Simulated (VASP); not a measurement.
Crystal: Cs2AgBiBr6.

```
CELL_PARAMETERS angstrom
0.00000 5.61610 5.61610
5.61610 0.00000 5.61610
5.61610 5.61610 0.00000
ATOMIC_POSITIONS crystal
Bi 0.00000 0.00000 0.00000
Cs 0.75000 0.75000 0.75000
Cs 0.25000 0.25000 0.25000
Ag 0.50000 0.50000 0.50000
Br 0.74945 0.74945 0.25055
Br 0.25055 0.25055 0.74945
Br 0.74945 0.25055 0.25055
Br 0.74945 0.25055 0.74945
Br 0.25055 0.74945 0.74945
Br 0.25055 0.74945 0.25055
```

Base run:

```yaml
Program: VASP 6.6.1
Functional: LDA
Potentials_or_basis: VASP PAW LDA potentials, release 64 (Bi_d, Cs_sv, Ag, Br)
Cutoff: 520 eV
k_mesh: 4 × 4 × 4
Occupations: fermi-dirac, width 0.05 eV
Spin: no spin polarisation
Hubbard_terms: Ag d U = 6.0 eV
```

Its results: band gap on the k mesh 1.56 eV, indirect (least direct gap 2.57 eV); pressure -1.5 GPa; largest force 0.308 eV/Å.

**Question.** The run is repeated on the same cell with these changes: hubbard terms from Ag d U = 6.0 eV to none. What comes out?

**Answer.** Band gap on the k mesh 1.11 eV, indirect (least direct gap 2.34 eV); pressure -1.4 GPa; largest force 0.340 eV/Å.

The U term pushes filled and empty states of the shell apart.

Caveats: spin-orbit coupling is left out, which moves the levels of the heavy elements.

A k mesh can miss the band edges.
